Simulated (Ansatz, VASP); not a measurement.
TaN in VASP and in Ansatz

INCAR

```
SYSTEM = TaN
  PREC = Accurate
  ENCUT = 700
  EDIFF = 1E-6
  ISMEAR = 0
  SIGMA = 0.15
  LREAL = .False.
  LASPH = .True.
  NELM = 120
  ALGO = Normal
  ISIF = 2
  LWAVE = .False.
  LCHARG = .False.
  GGA = PS
  NBANDS = 16
  GGA_COMPAT = .False.
```

Contents of KPOINTS:

```
regular mesh
0
Gamma
  18 18 18
  0 0 0
```

The input POSCAR:

```
TaN
1.0
    0.0000000000      2.1790000000      2.1790000000
    2.1790000000      0.0000000000      2.1790000000
    2.1790000000      2.1790000000      0.0000000000
Ta N
1 1
Direct
    0.5172097292      0.5172097292      0.4827902708
    0.0000000000      0.0000000000      0.0000000000
```

Input for Ansatz:

```yaml
crystal:
  lattice:
    - [0.0, 2.179, 2.179]
    - [2.179, 0.0, 2.179]
    - [2.179, 2.179, 0.0]
  atoms:
    - { symbol: Ta, position: [0.5172097292, 0.5172097292, 0.4827902708] }
    - { symbol: "N", position: [0.0, 0.0, 0.0] }
basis:
  ecutwfc: 420
kpoints:
  mp_grid: { grid: [18, 18, 18] }
hamiltonian:
  xc: pbesol
scf:
  occupations: { method: gaussian, width: 0.15 }
output:
  forces: true
  stress: true
  eigenvalues: true
```

Change from the starting cell: all Ta atoms moved +0.075 Å, as atom 1 along Cartesian [0 0 1].

Alike in both runs: task single point; functional PBEsol; k mesh 18 × 18 × 18; occupations gaussian, width 0.15 eV; no spin polarisation.

|  | VASP | Ansatz |
| --- | --- | --- |
| version | VASP 6.6.1 | Ansatz 0.2.0 |
| potentials or method | VASP PAW PBE potentials, release 64 (Ta_sv_GW, N), cutoff 700 eV | scalar-relativistic, plane waves, PAW |
| valence electrons in the cell | 18 | 18 |

```csv
,VASP,Ansatz,Ansatz less VASP
gap on the k mesh at the Fermi level (eV),none,none,-
pressure (GPa),5.5,5.5,-0.05
"traceless stress, the component that is largest in VASP (GPa)",2.04,2.03,-0.013
rms of the force components (eV/Å),0.398,0.394,-0.0032
```

VASP's potentials were made for PBE, not for PBEsol. Atom by atom the forces differ by 0.003 eV/Å (rms over components). A gap of «none» marks a metal or a gap that the smearing closes.

Spin-orbit coupling is off throughout.
